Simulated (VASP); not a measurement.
Set up this calculation in VASP 6.6.1, as the native input.

```yaml
Task: single point
Functional: PBE
Potentials_or_basis: VASP PAW PBE potentials, release 64 (Si, C)
Cutoff: 520 eV
k_mesh: 14 × 14 × 14
Occupations: gaussian, width 0.05 eV
Spin: no spin polarisation
Dipole_correction: no
Further_INCAR_settings: ALGO = Normal; EDIFF = 1e-06; NBANDS = 11
```

The structure of SiC lies in POSCAR:

```
SiC
1.0
    0.0000000000      2.1898506880      2.1898506880
    2.1898506880      0.0000000000      2.1898506880
    2.1898506880      2.1898506880      0.0000000000
Si C
1 1
Direct
    0.0000000000      0.0000000000      0.0000000000
    0.7500000000      0.7500000000      0.7500000000
```

The input as run:

INCAR

```
SYSTEM = SiC
  PREC = Accurate
  ENCUT = 520
  EDIFF = 1E-6
  ISMEAR = 0
  SIGMA = 0.05
  LREAL = .False.
  LASPH = .True.
  NELM = 100
  ALGO = Normal
  ISIF = 2
  LWAVE = .False.
  LCHARG = .False.
  GGA = PE
  NBANDS = 11
```

KPOINTS

```
Automatic mesh
0
Gamma
  14 14 14
  0 0 0
```

Potentials or basis: VASP PAW PBE potentials, release 64 (Si, C).

The run is started by

```console
$ cat potpaw_PBE.64/Si/POTCAR potpaw_PBE.64/C/POTCAR > POTCAR
$ mpirun -np 1 vasp_std > vasp.out
```

Results of the run:

| Quantity | Value |
| --- | --- |
| Pressure | 0.0 GPa |
| Band gap on the k mesh | 1.37 eV, indirect (least direct gap 4.53 eV) |

It took 36 s on 1 thread of AMD EPYC 7R13, with other jobs on the host, peak memory 0.12 GiB.
